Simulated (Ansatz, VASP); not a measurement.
**TaCl3F: VASP beside Ansatz**

```
Ta Cl F
1.0
     4.20082    0.00000    0.00000
    -2.10041    3.63801    0.00000
     0.00000    0.00000    6.15749
Ta Cl F
1 3 1
Cartesian
  0.0000 2.4253 0.0000
  2.1004 1.2127 1.5089
  2.1004 1.2127 4.6486
  0.0000 0.0000 0.0000
  0.0000 0.0000 3.0787
```

Change from the starting cell: species swapped into the GaFe3As type (P-6m2, No. 187).

Alike in both runs: functional PBE; k mesh 6 × 6 × 4; occupations gaussian, width 0.1 eV; collinear spin.

Ansatz relaxed the structure, and its values are those at the end. VASP's run is a single point on that final structure, the one shown.

|  | VASP | Ansatz |
| --- | --- | --- |
| version | VASP 6.6.1 | Ansatz 0.2.0 |
| potentials or method | VASP PAW PBE potentials, release 64 (Ta_pv, Cl, F), cutoff 600 eV | scalar-relativistic, plane waves, PAW |
| valence electrons in the cell | 39 | 41 |

|  | VASP | Ansatz | Ansatz less VASP |
| --- | --- | --- | --- |
| gap on the k mesh at the Fermi level (eV) | none | none | - |
| pressure (GPa) | 0.0 | 0.0 | +0.08 |
| net moment per atom (μB) | 0.20 | 0.20 | 0.000 |
| size of the moment on the site where the two differ most (μB) | 0.82 | 0.62 | -0.203 |

Site moments also hang on the region over which each program counts them. A gap of «none» marks a metal or a gap that the smearing closes. VASP's potentials hold 39 valence electrons a cell and Ansatz's 41, so a difference there can come from the potentials and not from the codes.

Spin-orbit coupling is off throughout.
